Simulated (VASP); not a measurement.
Here is a VASP 6.6.1 calculation.

File INCAR:

```
SYSTEM = Al2Rh
PREC     = Accurate       ! precision mode
ENCUT    = 520            ! plane-wave cutoff, eV
EDIFF    = 1E-7           ! SCF threshold, eV
ISMEAR   = 0              ! smearing method
SIGMA    = 0.1            ! smearing width, eV
LREAL    = .False.        ! projectors in reciprocal space
LASPH    = .True.         ! aspherical terms in the spheres
NELM     = 60             ! most SCF steps
ALGO     = Normal         ! electronic algorithm
ISIF     = 2              ! what is computed and relaxed
LWAVE    = .False.        ! write WAVECAR
LCHARG   = .False.        ! write CHGCAR
GGA      = PE             ! functional
NBANDS   = 18             ! bands
```

File KPOINTS:

```
regular mesh
0
Gamma
  4 4 6
  0 0 0
```

File POSCAR:

```
Al2Rh
1.0
    4.2522460397      0.0000000000      0.0000000000
    0.0000000000      4.2522460397      0.0000000000
    0.0000000000      0.0000000000      2.8169192550
Al Rh
2 1
Direct
    0.0000000000      0.5000000000      0.0000000000
    0.5000000000      0.0000000000      0.0000000000
    0.5000000000      0.5000000000      0.5000000000
```

Potentials or basis: VASP PAW PBE potentials, release 64 (Al, Rh_pv).

The run is started by

```sh
$ cat potpaw_PBE.64/Al/POTCAR potpaw_PBE.64/Rh_pv/POTCAR > POTCAR
$ mpirun -np 1 vasp_std > vasp.out
```

Estimate the pressure.

0.0 GPa.

Estimate the band gap on the k mesh.

zero (an odd number of electrons rules out a gap without spin polarisation).

Caveat: the k points lie up to 0.37 Å⁻¹ apart, too coarse for converged energies and pressures of a metal.
